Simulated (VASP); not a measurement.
Crystal: Si3N4.

```xyz
7
Lattice="4.1308 0.0000 0.0000 0.0000 4.1308 0.0000 0.0000 0.0000 4.1308" Properties=species:S:1:pos:R:3 pbc="T T T"
Si    0.0000    0.0000    2.0654
Si    2.0654    0.0000    0.0000
Si    0.0000    2.0654    0.0000
N     0.9894    0.9894    3.1414
N     3.1414    3.1414    3.1414
N     0.9894    3.1414    0.9894
N     3.1414    0.9894    0.9894
```

* Program: VASP 6.6.1
* Task: relaxation of cell and atoms
* Functional: r2SCAN
* Potentials or basis: VASP PAW PBE potentials, release 64 (Si, N)
* Cutoff: 600 eV
* k mesh: 7 × 7 × 7
* Occupations: fermi-dirac, width 0.05 eV
* Spin: no spin polarisation

At the start: pressure -5.7 GPa; volume 10.07 Å³/atom.

Question: How do energy, volume and symmetry change on relaxing?

Answer: Over 3 steps the energy falls by 4.3 meV/atom and the volume is 9.86 Å³/atom (-2.1 %); space group P-43m (No. 215, to 0.05 Å).

The path:
```tsv
step	energy change (eV)	largest force (eV/Å)	pressure (GPa)	volume (Å³)
1	0.0000	0.2969	-5.75	70.48
2	0.0423	0.5271	9.68	66.86
3	-0.0300	0.0089	-0.10	69.04
```

Final structure:
```cif
data_structure
_symmetry_space_group_name_H-M 'P 1'
_symmetry_Int_Tables_number 1
_cell_length_a 4.1023
_cell_length_b 4.1023
_cell_length_c 4.1023
_cell_angle_alpha 90.000
_cell_angle_beta 90.000
_cell_angle_gamma 90.000
_cell_volume 69.04
loop_
_atom_site_label
_atom_site_type_symbol
_atom_site_fract_x
_atom_site_fract_y
_atom_site_fract_z
_atom_site_occupancy
Si1 Si 0.00000 0.00000 0.50000 1
Si2 Si 0.50000 0.00000 0.00000 1
Si3 Si 0.00000 0.50000 0.00000 1
N1 N 0.23875 0.23875 0.76125 1
N2 N 0.76125 0.76125 0.76125 1
N3 N 0.23875 0.76125 0.23875 1
N4 N 0.76125 0.23875 0.23875 1
```

Caveat: the PAW data sets were made with another functional, which shifts forces and pressure a little.
